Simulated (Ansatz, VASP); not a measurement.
AlNi in VASP and in Ansatz

Contents of INCAR:

```
SYSTEM = AlNi
PREC = Accurate
ENCUT = 520
EDIFF = 1E-6
ISMEAR = 0
SIGMA = 0.15
LREAL = .FALSE.
LASPH = .TRUE.
NELM = 80
ALGO = Fast
ISIF = 2
LWAVE = .FALSE.
LCHARG = .FALSE.
GGA = PS
NBANDS = 14
```

KPOINTS

```
regular mesh
0
G
  20 20 20
  0 0 0
```

The input POSCAR:

```
AlNi
1.0
    2.8621655516      0.0000000000      0.0000000000
    0.0000000000      2.8621655516      0.0000000000
    0.0000000000      0.0000000000      2.8621655516
Al Ni
1 1
Direct
    0.0000000000      0.0000000000      0.0000000000
    0.4243557554      0.4243557554      0.4243557554
```

Input for Ansatz:

```yaml
crystal:
  lattice:
    - [2.8621655516, 0.0, 0.0]
    - [0.0, 2.8621655516, 0.0]
    - [0.0, 0.0, 2.8621655516]
  atoms:
    - { symbol: Al, position: [0.0, 0.0, 0.0] }
    - { symbol: Ni, position: [0.4243557554, 0.4243557554, 0.4243557554] }
basis:
  ecutwfc: 420
kpoints:
  mp_grid: { grid: [20, 20, 20] }
hamiltonian:
  xc: pbesol
scf:
  occupations: { method: gaussian, width: 0.15 }
output:
  forces: true
  stress: true
  eigenvalues: true
```

Change from the starting cell: all Ni atoms moved +0.375 Å, as atom 2 towards its neighbour atom 1 (Al) at 2.479 Å.

Alike in both runs: task single point; functional PBEsol; k mesh 20 × 20 × 20; occupations gaussian, width 0.15 eV; no spin polarisation.

|  | VASP | Ansatz |
| --- | --- | --- |
| version | VASP 6.6.1 | Ansatz 0.2.0 |
| potentials or method | VASP PAW PBE potentials, release 64 (Al, Ni), cutoff 520 eV | scalar-relativistic, plane waves, PAW |
| valence electrons in the cell | 13 | 21 |

```tsv
	VASP	Ansatz	Ansatz less VASP
gap on the k mesh at the Fermi level (eV)	none	none	-
pressure (GPa)	11.0	10.4	-0.54
traceless stress, the component that is largest in VASP (GPa)	8.05	7.98	-0.075
rms of the force components (eV/Å)	1.823	1.809	-0.0140
```

VASP's potentials were made for PBE, not for PBEsol. Atom by atom the forces differ by 0.014 eV/Å (rms over components). A gap of «none» marks a metal or a gap that the smearing closes. The functional is the same, so the differences come from potentials, cutoffs and numerics. VASP's potentials hold 13 valence electrons a cell and Ansatz's 21, so a difference there can come from the potentials and not from the codes.
